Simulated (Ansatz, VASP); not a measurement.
CdS: VASP beside Ansatz

```
Cd S
1.0
     0.00000    2.91650    2.91650
     2.91650    0.00000    2.91650
     2.91650    2.91650    0.00000
Cd S
1 1
Direct
  0.00000 0.00000 0.00000
  0.75000 0.75000 0.75000
```

Alike in both runs: task single point; functional PBE-based screened hybrid; k mesh 4 × 4 × 4; occupations fermi-dirac, width 0.05 eV; no spin polarisation.

|  | VASP | Ansatz |
| --- | --- | --- |
| version | VASP 6.6.1 | Ansatz 0.2.0 |
| potentials or method | VASP PAW PBE potentials, release 64 (Cd, S) | Ansatz PAW |
| plane-wave cutoff (eV) | 520 | 420 |
| valence electrons in the cell | 18 | 26 |

```csv
,VASP,Ansatz,Ansatz less VASP
gap on the k mesh at the Fermi level (eV),2.20,2.20,-0.006
least direct gap on the mesh (eV),2.20,2.20,-0.006
pressure (GPa),2.2,1.8,-0.33
```

VASP's potentials were made for PBE, not for PBE-based screened hybrid. With one functional, cell and mesh, what is left measures potentials, basis and numerics. VASP's potentials hold 18 valence electrons a cell and Ansatz's 26, so a difference there can come from the potentials and not from the codes.

The k mesh is coarse, so the values compare programs but aren't converged.
